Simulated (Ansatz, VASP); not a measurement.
**One calculation of MoS, two programs**

```
Mo S
1.0
     0.00000    2.44782    2.44782
     2.44782    0.00000    2.44782
     2.44782    2.44782    0.00000
Mo S
1 1
Direct
  0.00000 0.00000 0.00000
  0.50000 0.50000 0.50000
```

Alike in both runs: task single point; functional PBEsol; k mesh 14 × 14 × 14; occupations gaussian, width 0.05 eV; collinear spin; Hubbard terms Mo d U = 2.0 eV.

|  | VASP | Ansatz |
| --- | --- | --- |
| version | VASP 6.6.1 | Ansatz 0.2.0 |
| potentials or method | VASP PAW PBE potentials, release 64 (Mo_sv, S), cutoff 520 eV | scalar-relativistic, plane waves, PAW |
| valence electrons in the cell | 20 | 20 |

```tsv
	VASP	Ansatz	Ansatz less VASP
gap on the k mesh at the Fermi level (eV)	none	none	-
pressure (GPa)	18.6	17.7	-0.89
net moment per atom (μB)	1.20	1.23	+0.029
size of the moment on the site where the two differ most (μB)	2.17	1.75	-0.417
```

VASP's potentials were made for PBE, not for PBEsol. Site moments also hang on the region over which each program counts them. The programs project onto different local orbitals, so the same U acts differently, and such runs can settle in different states. A gap of «none» marks a metal or a gap that the smearing closes. Ansatz's warnings: filled band counts differ across k points.
